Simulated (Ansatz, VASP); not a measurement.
**Two plane-wave programs on AlInAsP3**

```xyz
6
Lattice="3.8278 0.0000 0.0000 0.0000 3.8278 0.0000 0.0000 0.0000 9.6166" Properties=species:S:1:pos:R:3 pbc="T T T"
Al    1.9139    1.9139    0.0000
In    0.0000    0.0000    0.0000
P     0.0000    0.0000    6.9742
P     0.0000    0.0000    2.6424
P     0.0000    0.0000    4.8083
As    1.9139    1.9139    4.8083
```

Alike in both runs: functional PBE; k mesh 10 × 10 × 4; occupations gaussian, width 0.1 eV; no spin polarisation.

Ansatz relaxed the structure, and its values are those at the end. VASP's run is a single point on that final structure, the one shown.

|  | VASP | Ansatz |
| --- | --- | --- |
| version | VASP 6.6.1 | Ansatz 0.2.0 |
| potentials or method | VASP PAW PBE potentials, release 64 (Al, In_d, P, As), cutoff 500 eV | scalar-relativistic, plane waves, PAW |
| valence electrons in the cell | 36 | 46 |

Ansatz gave:

```
gap on the k mesh at the Fermi level (eV) : none
pressure (GPa)                            : 0.0
rms of the force components (eV/Å)        : 0.001
```

Which values does VASP return?

gap on the k mesh at the Fermi level (eV): none; pressure (GPa): -0.1; rms of the force components (eV/Å): 0.010.

A gap of «none» marks a metal or a gap that the smearing closes. VASP's potentials hold 36 valence electrons a cell and Ansatz's 46, so a difference there can come from the potentials and not from the codes.
